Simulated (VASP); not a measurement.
Input of a VASP 6.6.1 run:

The input INCAR:

```
SYSTEM = Be
  PREC = Accurate
  ENCUT = 520
  EDIFF = 1E-6
  ISMEAR = 0
  SIGMA = 0.15
  LREAL = .FALSE.
  LASPH = .TRUE.
  NELM = 80
  ALGO = Normal
  ISIF = 2
  LWAVE = .FALSE.
  LCHARG = .TRUE.
  GGA = CA
  LELF = .TRUE.
  LVHAR = .TRUE.
  NBANDS = 9
```

KPOINTS

```
regular mesh
0
G
  30 30 18
  0 0 0
```

Contents of POSCAR:

```
Be
1.0
    2.1705595162      0.0000000000      0.0000000000
   -1.0852797581      1.8797596815      0.0000000000
    0.0000000000      0.0000000000      3.5165759776
Be
2
Direct
    0.3333333333      0.6666666667      0.2500000000
    0.6666666667      0.3333333333      0.7500000000
```

Potentials or basis: VASP PAW LDA potentials, release 64 (Be).

Command:

```sh
$ cat potpaw_LDA.64/Be/POTCAR > POTCAR
$ mpirun -np 1 vasp_std > vasp.out
```

Predict the pressure.

7.6 GPa.

What does it give for the band gap on the k mesh?

Zero (band 2 reaches 8.62 eV, above the bottom of band 3 at 6.54 eV).

Stress tensor (GPa, compression positive):
```
11.12  0.00  0.00
 0.00 11.12  0.00
 0.00  0.00  0.50
```

Caveat: the cell differs from its parent crystal (strain -0.025 along x and y, +0.000 along z).
